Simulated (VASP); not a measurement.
# Y3AlN4 (P4/mmm) in VASP: notebook

Runs on Y3AlN4. Level: PBE. Tasks: single point, relaxation of cell and atoms.

Program: VASP 6.6.1. These are calculated values, not measurements. Logs are shortened: lines on timing, memory, paths and dates and some standing lists are left out, and cuts for length are marked.

### Step 1. The cell of the first run

It takes space group P4/mmm (No. 123, tetragonal). The conventional cell has a = 3.408 Å, b = 3.408 Å, c = 9.364 Å, α = 90.00°, β = 90.00°, γ = 90.00°. Within 2.9 Å of Y (site symmetry 4mm) lie 6 N at 2.19 to 2.50 Å. Y (site symmetry 4/mmm) has 6 N at 2.41 to 2.57 Å within 3.2 Å. Within 2.8 Å of Al (site symmetry 4/mmm) lie 6 N at 2.11 to 2.41 Å. Within 2.8 Å of N (site symmetry 4mm) lie 1 Al at 2.11 Å and 5 Y at 2.41 to 2.57 Å. N (site symmetry 4/mmm) has 6 Y at 2.41 to 2.50 Å within 3.2 Å. N (site symmetry 4/mmm) has 2 Y at 2.19 Å and 4 Al at 2.41 Å within 2.9 Å.

### Step 2. Single point, PBE

INCAR

```
PREC = Accurate
ENCUT = 520
EDIFF = 1E-6
ISMEAR = 0
SIGMA = 0.1
LREAL = False
LASPH = True
NELM = 60
ALGO = Normal
ISIF = 2
LWAVE = False
LCHARG = True
GGA = PE
LELF = True
LVHAR = True
NBANDS = 38
```

KPOINTS

```
Automatic mesh
0
Gamma
  6 6 2
```

POSCAR

```
Y3AlN4
1.0
    3.4076611152      0.0000000000      0.0000000000
    0.0000000000      3.4076611152      0.0000000000
    0.0000000000      0.0000000000      9.3643019022
Y Al N
3 1 4
Direct
    0.5000000000      0.5000000000      0.2335271075
    0.0000000000      0.0000000000      0.5000000000
    0.5000000000      0.5000000000      0.7664728925
    0.0000000000      0.0000000000      0.0000000000
    0.0000000000      0.0000000000      0.2255993938
    0.5000000000      0.5000000000      0.5000000000
    0.0000000000      0.0000000000      0.7744006062
    0.5000000000      0.5000000000      0.0000000000
```

Potentials or basis: VASP PAW PBE potentials, release 64 (Y_sv, Al, N).

On the command line:

```sh
> cat potpaw_PBE.64/Y_sv/POTCAR potpaw_PBE.64/Al/POTCAR potpaw_PBE.64/N/POTCAR > POTCAR
> mpirun -np 1 vasp_std > vasp.out
```

OUTCAR:

```text
PREC = Accurate
   ENCUT = 520
   EDIFF = 1E-6
   ISMEAR = 0
   LREAL = False
   LASPH = True
   NELM = 60
   ISIF = 2
   GGA = PE

 ion  position               nearest neighbor table
   1  0.500  0.500  0.234-   8 2.19   5 2.41   5 2.41   5 2.41   5 2.41   6 2.50   4 3.25   4 3.25
                             4 3.25   4 3.25   2 3.47   2 3.47   2 3.47   2 3.47
   2  0.000  0.000  0.500-   6 2.41   6 2.41   6 2.41   6 2.41   7 2.57   5 2.57   3 3.47   3 3.47
                             1 3.47   3 3.47   1 3.47   1 3.47   3 3.47   1 3.47
   3  0.500  0.500  0.766-   8 2.19   7 2.41   7 2.41   7 2.41   7 2.41   6 2.50   4 3.25   4 3.25
                             4 3.25   4 3.25   2 3.47   2 3.47   2 3.47   2 3.47
   4  0.000  0.000  0.000-   5 2.11   7 2.11   8 2.41   8 2.41   8 2.41   8 2.41   3 3.25   3 3.25
                             1 3.25   3 3.25   1 3.25   1 3.25   3 3.25   1 3.25
   5  0.000  0.000  0.226-   4 2.11   1 2.41   1 2.41   1 2.41   1 2.41   2 2.57
   6  0.500  0.500  0.500-   2 2.41   2 2.41   2 2.41   2 2.41   3 2.50   1 2.50
   7  0.000  0.000  0.774-   4 2.11   3 2.41   3 2.41   3 2.41   3 2.41   2 2.57
   8  0.500  0.500  0.000-   1 2.19   3 2.19   4 2.41   4 2.41   4 2.41   4 2.41

  LATTYP: Found a simple tetragonal cell.
 ALAT       =     3.4076611152
 C/A-ratio  =     2.7480144256

  Lattice vectors:

 A1 = (   3.4076611152,   0.0000000000,   0.0000000000)
 A2 = (   0.0000000000,   3.4076611152,   0.0000000000)
 A3 = (   0.0000000000,   0.0000000000,   9.3643019022)

Analysis of symmetry for initial positions (statically):
=====================================================================
 Subroutine PRICEL returns:
 Original cell was already a primitive cell.

 Routine SETGRP: Setting up the symmetry group for a
 simple tetragonal supercell.

 Subroutine GETGRP returns: Found 16 space group operations
 (whereof 16 operations were pure point group operations)
 out of a pool of 16 trial point group operations.

The static configuration has the point symmetry D_4h.

Analysis of symmetry for dynamics (positions and initial velocities):
=====================================================================
 Subroutine PRICEL returns:
 Original cell was already a primitive cell.

 Routine SETGRP: Setting up the symmetry group for a
 simple tetragonal supercell.

 Subroutine GETGRP returns: Found 16 space group operations
 (whereof 16 operations were pure point group operations)
 out of a pool of 16 trial point group operations.

The dynamic configuration has the point symmetry D_4h.
[... 112 lines left out ...]
   ISIF   =      2    stress and relaxation
   ISYM   =      2    0-nonsym 1-usesym 2-fastsym
   POTIM  = 0.5000    time-step for ionic-motion
   TEBEG  =    0.0;   TEEND  =   0.0 temperature during run
   PSTRESS=    0.0 pullay stress
   NELECT =      56.0000    total number of electrons
   NUPDOWN=      -1.0000    fix difference up-down
   EMIN   =  10.00;   EMAX   =-10.00  energy-range for DOS
   EFERMI =   0.00;   METHOD = LEGACY
   ISMEAR =     0;   SIGMA  =   0.10  broadening in eV -4-tet -1-fermi 0-gaus
   EFERMI_NEDOS =   21; number of points for ismear=-14 and -15
   IALGO  =     38    algorithm
   IMIX   =      4    mixing-type and parameters
     AMIX     =   0.40;   BMIX     =  1.00
     AMIX_MAG =   1.60;   BMIX_MAG =  1.00
  volume/ion in A,a.u.               =      13.59        91.73
  Fermi-wavevector in a.u.,A,eV,Ry     =   1.312224  2.479745 23.428319  1.721933
  Thomas-Fermi vector in A             =   2.442631
   LORBIT       =      0    0 simple, 1 ext, 2 COOP (PROOUT), +10 PAW based schemes
   GGA     = PE    functional components
   LHFCALC =     F    Hartree Fock is set to
   AEXX    =    0.0000 exact exchange contribution
   IVDW    =     0    specifies the selected vdW correction
   LEPSILON=     F    determine dielectric tensor
   LRPA    =     F    only Hartree local field effects (RPA)
 non-spin polarized calculation
 Gauss-broadening in eV      SIGMA  =   0.10
  energy-cutoff  :      520.00
  volume of cell :      108.74
 maximum number of plane-waves:      2947
 NGX is ok and might be reduce to    28
   NGX = 13   NGY = 13   NGZ = 35

 number of electron      55.9999995 magnetization

 Free energy of the ion-electron system (eV)
  ---------------------------------------------------
  ext. energy  EPLUGINS =         0.00000000
  ---------------------------------------------------
  free energy    TOTEN  =       -67.41289075 eV

  energy without entropy =      -67.41258951  energy(sigma->0) =      -67.41274013

 E-fermi :   4.9996     XC(G=0): -11.2211

 val. band max:        4.8612548557   @ k =   0.0000   0.0000   0.0000
 cond. band min:       5.1346078009   @ k =   0.0000   0.0000   0.0000
 fundamental gap:      0.2733529452
 Fermi energy:         4.9995763818

 k-point     1 :       0.0000    0.0000    0.0000
  band No.  band energies     occupation
      1     -36.3266      2.00000
      2     -35.6576      2.00000
      3     -35.6553      2.00000
      4     -16.6419      2.00000
      5     -16.1647      2.00000
      6     -16.1647      2.00000
[... 809 lines left out ...]
     37      12.0897      0.00000
     38      12.4277      0.00000

------------------------ aborting loop because EDIFF is reached ----------------------------------------

  FORCE on cell =-STRESS in cart. coord.  units (eV):
  Direction    XX          YY          ZZ          XY          YZ          ZX
  --------------------------------------------------------------------------------------
  -------------------------------------------------------------------------------------
  Total       -0.1250409     -0.1250409     -0.1323751      0.0000000     -0.0000000      0.0000000
  in kB       -1.8423598     -1.8423598     -1.9504229      0.0000000     -0.0000000      0.0000000
  external PRESSURE =      -1.8783808 kB  Pullay stress =       0.0000000 kB

 VOLUME and BASIS-vectors are now :
 -----------------------------------------------------------------------------
  energy-cutoff  :      520.00
  volume of cell :      108.74
      direct lattice vectors                 reciprocal lattice vectors
     3.407661115  0.000000000  0.000000000     0.293456411  0.000000000  0.000000000
     0.000000000  3.407661115  0.000000000     0.000000000  0.293456411  0.000000000
     0.000000000  0.000000000  9.364301902     0.000000000  0.000000000  0.106788526

 POSITION                                       TOTAL-FORCE (eV/Angst)
 -----------------------------------------------------------------------------------
      1.70383      1.70383      2.18682         0.000000      0.000000     -0.002711
      0.00000      0.00000      4.68215         0.000000      0.000000      0.000000
      1.70383      1.70383      7.17748         0.000000     -0.000000      0.002711
      0.00000      0.00000      0.00000         0.000000      0.000000      0.000000
      0.00000      0.00000      2.11258        -0.000000     -0.000000      0.001462
      1.70383      1.70383      4.68215         0.000000      0.000000      0.000000
      0.00000      0.00000      7.25172         0.000000      0.000000     -0.001462
      1.70383      1.70383      0.00000         0.000000      0.000000      0.000000
 -----------------------------------------------------------------------------------
    total drift:                                0.000000      0.000000     -0.000000

  FREE ENERGIE OF THE ION-ELECTRON SYSTEM (eV)
  ---------------------------------------------------
  free  energy   TOTEN  =       -67.4128907497 eV

  energy  without entropy=      -67.4125895116  energy(sigma->0) =      -67.41274013
```

stdout:

```text
POSCAR found type information on POSCAR Y AlN
 POSCAR found :  3 types and       8 ions
 scaLAPACK will be used
 LDA part: xc-table for (Slater+PW92), standard interpolation
 POSCAR, INCAR and KPOINTS ok, starting setup
 FFT: planning ... GRIDC
 FFT: planning ... GRID_SOFT
 FFT: planning ... GRID
 WAVECAR not read
 entering main loop
```

Run time: 74 s. Hardware: 1 thread of Intel Xeon Platinum 8488C (Sapphire Rapids), shared host; peak memory 0.27 GiB.

What came out:

| Item | Value |
| --- | --- |
| Free energy | -67.4129 eV |
| Pressure | -0.2 GPa |
| Band gap on the k mesh | 0.27 eV |

Forces in eV/Å, atoms in the order of the input:
```
Y    0.000  0.000 -0.003
Y    0.000  0.000  0.000
Y    0.000  0.000  0.003
Al   0.000  0.000  0.000
N    0.000  0.000  0.001
N    0.000  0.000  0.000
N    0.000  0.000 -0.001
N    0.000  0.000  0.000
```

Caveat: semilocal functionals underestimate gaps, and a narrow one can read as zero. A k mesh can miss the band edges.

### Step 3. Single point, PBE

This run uses another cell than the first one, of 16.00 Å³/atom.

INCAR

```
SYSTEM = Y3AlN4
ALGO = Normal
EDIFF = 1E-7
ENCUT = 520
GGA = PE
ISIF = 2
ISMEAR = 0
LASPH = .True.
LCHARG = .False.
LREAL = .False.
LWAVE = .False.
NBANDS = 38
NELM = 100
PREC = Accurate
SIGMA = 0.1
```

KPOINTS

```
k-points
0
Gamma
  6 6 2
  0 0 0
```

POSCAR

```
Y3AlN4
1.0
    3.5636893500      0.0000000000      0.0000000000
    0.0000000000      3.5636893500      0.0000000000
    0.0000000000      0.0000000000     10.0796356100
Y Al N
3 1 4
Direct
    0.5000000000      0.5000000000      0.2500000000
    0.0000000000      0.0000000000      0.5000000000
    0.5000000000      0.5000000000      0.7500000000
    0.0000000000      0.0000000000      0.0000000000
    0.0000000000      0.0000000000      0.2500000000
    0.5000000000      0.5000000000      0.5000000000
    0.0000000000      0.0000000000      0.7500000000
    0.5000000000      0.5000000000      0.0000000000
```

Potentials or basis: VASP PAW PBE potentials, release 64 (Y_sv, Al, N).

On the command line:

```sh
> cat potpaw_PBE.64/Y_sv/POTCAR potpaw_PBE.64/Al/POTCAR potpaw_PBE.64/N/POTCAR > POTCAR
> mpirun -np 1 vasp_std > vasp.out
```

It took 99 s on 1 thread of Intel Xeon Platinum 8488C (Sapphire Rapids), shared host; peak memory 0.29 GiB.

Results (log left out):

```
Free energy            : -65.6743 eV
Pressure               : -18.8 GPa
Largest force          : 1.108 eV/Å
Band gap on the k mesh : 0.34 eV
```

Forces on the atoms (eV/Å):
```
Y    0.000  0.000 -1.108
Y    0.000  0.000  0.000
Y    0.000  0.000  1.108
Al   0.000  0.000  0.000
N    0.000  0.000 -0.175
N    0.000  0.000  0.000
N    0.000  0.000  0.175
N    0.000  0.000  0.000
```

Stress tensor (GPa, compression positive):
```
-18.18   0.00   0.00
  0.00 -18.18   0.00
  0.00   0.00 -19.93
```

Levels at points of the mesh, in eV from the valence-band top:
```tsv
k point	band 24	band 25	band 26	band 27	band 28	band 29	band 30	band 31	band 32	band 33
(0.00, 0.00, 0.00)	-0.42	-0.42	-0.03	-0.03	0.00	0.34	0.54	1.46	2.34	3.48
(0.50, 0.00, 0.00)	-1.95	-1.86	-1.40	-0.98	-0.59	3.24	3.85	4.25	4.51	4.92
(0.50, 0.50, 0.00)	-1.45	-1.30	-0.57	-0.57	-0.35	1.00	1.00	1.00	3.90	3.90
(0.00, 0.00, 0.50)	-0.53	-0.32	-0.32	-0.18	-0.18	0.56	1.14	1.37	2.44	3.76
(0.50, 0.00, 0.50)	-1.84	-1.82	-1.31	-0.96	-0.60	3.08	3.65	4.07	4.77	4.96
(0.50, 0.50, 0.50)	-1.33	-1.33	-1.03	-0.86	-0.86	1.58	1.66	1.66	2.84	2.84
```

Caveat: the cell stands under tension; semilocal functionals underestimate gaps, and a narrow one can read as zero; forces of over 1 eV/Å act on the atoms, so gaps and moduli don't describe the material at rest.

### Step 4. Single point, PBE

INCAR

```
SYSTEM = Y3AlN4
ALGO     = Normal         ! electronic algorithm
EDIFF    = 1E-6           ! SCF threshold, eV
ENCUT    = 520            ! plane-wave cutoff, eV
GGA      = PE             ! functional
ISIF     = 2              ! what is computed and relaxed
ISMEAR   = 0              ! smearing method
LASPH    = .TRUE.         ! aspherical terms in the spheres
LCHARG   = .FALSE.        ! write CHGCAR
LREAL    = .FALSE.        ! projectors in reciprocal space
LWAVE    = .FALSE.        ! write WAVECAR
NBANDS   = 38             ! bands
NELM     = 60             ! most SCF steps
PREC     = Accurate       ! precision mode
SIGMA    = 0.01           ! smearing width, eV
```

KPOINTS

```
k-points
0
G
  10 10 4
  0 0 0
```

POSCAR

```
Y3AlN4
1.0
    3.4065409176      0.0000000000      0.0000000000
    0.0000000000      3.4065409176      0.0000000000
    0.0000000000      0.0000000000      9.3647328770
Y Al N
3 1 4
Direct
    0.5000000000      0.5000000000      0.2335791152
    0.0000000000      0.0000000000      0.5000000000
    0.5000000000      0.5000000000      0.7664208848
    0.0000000000      0.0000000000      0.0000000000
    0.0000000000      0.0000000000      0.2255458372
    0.5000000000      0.5000000000      0.5000000000
    0.0000000000      0.0000000000      0.7744541628
    0.5000000000      0.5000000000      0.0000000000
```

On the command line:

```sh
> cat potpaw_PBE.64/Y_sv/POTCAR potpaw_PBE.64/Al/POTCAR potpaw_PBE.64/N/POTCAR > POTCAR
> mpirun -np 1 vasp_std > vasp.out
```

Wall time 3.4 min (1 thread of Intel Xeon Platinum 8488C (Sapphire Rapids), shared host); peak memory 0.38 GiB.

The run converged. Its results:

```
Free energy            : -67.4284 eV
Pressure               : -0.2 GPa
Largest force          : 0.011 eV/Å
Band gap on the k mesh : 0.28 eV
```

Forces in eV/Å, atoms in the order of the input:
```
Y    0.000  0.000 -0.011
Y    0.000  0.000  0.000
Y    0.000  0.000  0.011
Al   0.000  0.000  0.000
N    0.000  0.000  0.004
N    0.000  0.000  0.000
N    0.000  0.000 -0.004
N    0.000  0.000  0.000
```

Levels at points of the mesh, in eV from the valence-band top:
```
           k point  band 25  band 26  band 27  band 28  band 29  band 30  band 31  band 32
(0.00, 0.00, 0.00)    -0.49    -0.06    -0.06     0.00     0.28     1.38     1.92     2.05
(0.50, 0.00, 0.00)    -2.34    -1.49    -1.01    -0.81     4.00     4.50     4.62     4.62
(0.50, 0.50, 0.00)    -1.37    -0.48    -0.48    -0.13     0.56     0.56     2.91     4.53
(0.00, 0.00, 0.50)    -0.37    -0.37    -0.25    -0.25     0.33     1.16     2.28     2.60
(0.50, 0.00, 0.50)    -2.28    -1.41    -1.05    -1.04     3.71     4.16     5.19     5.22
(0.50, 0.50, 0.50)    -1.15    -1.15    -1.06    -1.06     1.53     1.53     2.94     2.94
```

Caveat: semilocal functionals underestimate gaps, and a narrow one can read as zero. A k mesh can miss the band edges.

### Step 5. Relaxation of cell and atoms, PBE

This run uses another cell than the first one, of 16.00 Å³/atom.

INCAR

```
SYSTEM = Y3AlN4
  ALGO = Normal
  EDIFF = 1E-7
  EDIFFG = -0.04
  ENCUT = 600
  GGA = PE
  IBRION = 2
  ISIF = 3
  ISMEAR = 0
  LASPH = .TRUE.
  LCHARG = .FALSE.
  LREAL = .FALSE.
  LWAVE = .FALSE.
  NELM = 100
  NSW = 90
  PREC = Accurate
  SIGMA = 0.1
```

KPOINTS

```
k-points
0
G
  6 6 2
  0 0 0
```

POSCAR

```
Y3AlN4
1.0
    3.5636893500      0.0000000000      0.0000000000
    0.0000000000      3.5636893500      0.0000000000
    0.0000000000      0.0000000000     10.0796356100
Y Al N
3 1 4
Direct
    0.5000000000      0.5000000000      0.2500000000
    0.0000000000      0.0000000000      0.5000000000
    0.5000000000      0.5000000000      0.7500000000
    0.0000000000      0.0000000000      0.0000000000
    0.0000000000      0.0000000000      0.2500000000
    0.5000000000      0.5000000000      0.5000000000
    0.0000000000      0.0000000000      0.7500000000
    0.5000000000      0.5000000000      0.0000000000
```

On the command line:

```sh
> cat potpaw_PBE.64/Y_sv/POTCAR potpaw_PBE.64/Al/POTCAR potpaw_PBE.64/N/POTCAR > POTCAR
> mpirun -np 1 vasp_std > vasp.out
```

Wall time 12 min (1 thread of Intel Xeon Platinum 8488C (Sapphire Rapids), shared host); peak memory 0.35 GiB.

It converged, with:

```yaml
Free_energy: -67.4409 eV
Relaxed_volume: 13.57 Å³/atom
Relaxed_cell: a = 3.404 Å, b = 3.404 Å, c = 9.370 Å, α = 90.00°, β = 90.00°, γ = 90.00°
Space_group_after_relaxing_to_0.1_Å: P4/mmm (No. 123)
Energy_gained_by_relaxing: 220.1 meV/atom
Ionic_steps: 12
Pressure_after_relaxing: 0.0 GPa
Largest_force_after_relaxing: 0.036 eV/Å
Band_gap_on_the_k_mesh: 0.28 eV
```

Forces on the atoms (eV/Å):
```
Y    0.000  0.000  0.020
Y    0.000  0.000  0.000
Y    0.000  0.000 -0.020
Al   0.000  0.000  0.000
N    0.000  0.000  0.036
N    0.000  0.000  0.000
N    0.000  0.000 -0.036
N    0.000  0.000  0.000
```

Stress tensor (GPa, compression positive):
```
 0.05  0.00  0.00
 0.00  0.05  0.00
 0.00  0.00 -0.25
```

The path:
| step | energy change (eV) | largest force (eV/Å) | pressure (GPa) | volume (Å³) |
| --- | --- | --- | --- | --- |
| 1 | 0.0000 | 1.1075 | -18.86 | 128.01 |
| 2 | -0.5477 | 1.6047 | 25.63 | 96.19 |
| 3 | -1.3957 | 0.9600 | 0.21 | 108.45 |
| 4 | -1.3961 | 0.9518 | 0.74 | 108.08 |
| 5 | -1.5400 | 0.9661 | 0.99 | 107.73 |
| 6 | -1.6413 | 1.0989 | 2.79 | 107.01 |
| 7 | -1.7103 | 0.8771 | 1.07 | 108.09 |
| 8 | -1.7426 | 0.5676 | -0.98 | 109.57 |
| 9 | -1.7576 | 0.2501 | -0.27 | 108.88 |
| 10 | -1.7603 | 0.0459 | 0.21 | 108.44 |
| 11 | -1.7603 | 0.0562 | 0.21 | 108.46 |
| 12 | -1.7606 | 0.0359 | -0.05 | 108.58 |

Final structure:
```yaml
crystal:
  lattice:
    - [3.40410, 0.00000, 0.00000]
    - [0.00000, 3.40410, 0.00000]
    - [0.00000, 0.00000, 9.37017]
  atoms:
    - { symbol: Y, position: [0.50000, 0.50000, 0.23317] }
    - { symbol: Y, position: [0.00000, 0.00000, 0.50000] }
    - { symbol: Y, position: [0.50000, 0.50000, 0.76683] }
    - { symbol: Al, position: [0.00000, 0.00000, 0.00000] }
    - { symbol: N, position: [0.00000, 0.00000, 0.22496] }
    - { symbol: N, position: [0.50000, 0.50000, 0.50000] }
    - { symbol: N, position: [0.00000, 0.00000, 0.77504] }
    - { symbol: N, position: [0.50000, 0.50000, 0.00000] }
```

Levels at points of the mesh, in eV from the valence-band top:
| k point | band 26 | band 27 | band 28 | band 29 | band 30 | band 31 |
| --- | --- | --- | --- | --- | --- | --- |
| (0.00, 0.00, 0.00) | -0.04 | -0.04 | 0.00 | 0.28 | 1.39 | 1.94 |
| (0.50, 0.00, 0.00) | -1.48 | -1.02 | -0.81 | 4.01 | 4.50 | 4.61 |
| (0.50, 0.50, 0.00) | -0.47 | -0.47 | -0.13 | 0.55 | 0.55 | 2.94 |
| (0.00, 0.00, 0.50) | -0.36 | -0.23 | -0.23 | 0.33 | 1.16 | 2.27 |
| (0.50, 0.00, 0.50) | -1.41 | -1.04 | -1.04 | 3.73 | 4.17 | 5.19 |
| (0.50, 0.50, 0.50) | -1.13 | -1.06 | -1.06 | 1.52 | 1.52 | 2.94 |

Caveat: the volume moved by over 15 % at a fixed basis, so the end points are rough; semilocal functionals underestimate gaps, and a narrow one can read as zero. A k mesh can miss the band edges.

### Step 6. Summary

```csv
task,cell,k mesh,cutoff (eV),smearing,gap on the mesh (eV),pressure (GPa),largest force (eV/Å)
single point,"a = 3.408, b = 3.408, c = 9.364 Å, 8 atoms, atomic positions A",6 × 6 × 2,520,gaussian 0.1 eV,0.27,-0.2,-
single point,"a = 3.564, b = 3.564, c = 10.080 Å, 8 atoms, atomic positions B",6 × 6 × 2,520,gaussian 0.1 eV,0.34,-18.8,1.11
single point,"a = 3.407, b = 3.407, c = 9.365 Å, 8 atoms, atomic positions A",10 × 10 × 4,520,gaussian 0.01 eV,0.28,-0.2,0.01
relaxation of cell and atoms,"relaxed from a = 3.564, b = 3.564, c = 10.080 Å, 8 atoms, atomic positions B",6 × 6 × 2,600,gaussian 0.1 eV,0.28,0.0,0.04
```

Alike in all rows: level PBE; potentials or basis VASP PAW PBE potentials, release 64 (Y_sv, Al, N); no spin polarisation.

Caveats: semilocal functionals underestimate gaps, and a narrow one can read as zero; the cell stands under tension (at least some runs); forces of over 1 eV/Å act on the atoms, so gaps and moduli don't describe the material at rest (at least some runs); the volume moved by over 15 % at a fixed basis, so the end points are rough (at least some runs).

Total energies depend on the potentials used, so only differences within one code and one set of settings carry meaning.
